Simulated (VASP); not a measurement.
**Ag: single point with PBE0**

Ag:

```xyz
1
Lattice="0.0000 2.0010 2.0010 2.0010 0.0000 2.0010 2.0010 2.0010 0.0000" Properties=species:S:1:pos:R:3 pbc="T T T"
Ag    0.0000    0.0000    0.0000
```

| Property | Result |
| --- | --- |
| Program | VASP 6.6.1 |
| Task | single point |
| Functional | PBE0 |
| Potentials or basis | VASP PAW PBE potentials, release 64 (Ag) |
| Cutoff | 520 eV |
| k mesh | 6 × 6 × 6 |
| Occupations | fermi-dirac, width 0.05 eV |
| Spin | no spin polarisation |
| Dipole correction | no |
| Grid for exact exchange (PRECFOCK) | Normal |
| Further INCAR settings | ALGO = Normal; EDIFF = 1e-07; NBANDS = 12 |

```yaml
Pressure: 12.9 GPa
```

Levels at points of the mesh, in eV from the Fermi level:
| k point | band 3 | band 4 | band 5 | band 6 | band 7 | band 8 | band 9 | band 10 |
| --- | --- | --- | --- | --- | --- | --- | --- | --- |
| (0.00, 0.00, 0.00) | -6.46 | -6.46 | -5.26 | -5.26 | 17.87 | 22.02 | 22.02 | 22.02 |
| (0.50, 0.00, 0.00) | -6.50 | -4.23 | -4.23 | -0.60 | 5.26 | 17.04 | 20.56 | 20.56 |
| (0.50, 0.50, 0.00) | -4.32 | -3.95 | -3.95 | 2.56 | 8.81 | 12.69 | 12.69 | 19.84 |

Run time: 8.5 min on 1 thread of AMD EPYC 7R13 Processor (Zen 3) (shared host), peak memory 0.12 GiB.

Caveat: the k points lie up to 0.45 Å⁻¹ apart; the PAW data sets were made with another functional, which shifts forces and pressure a little.
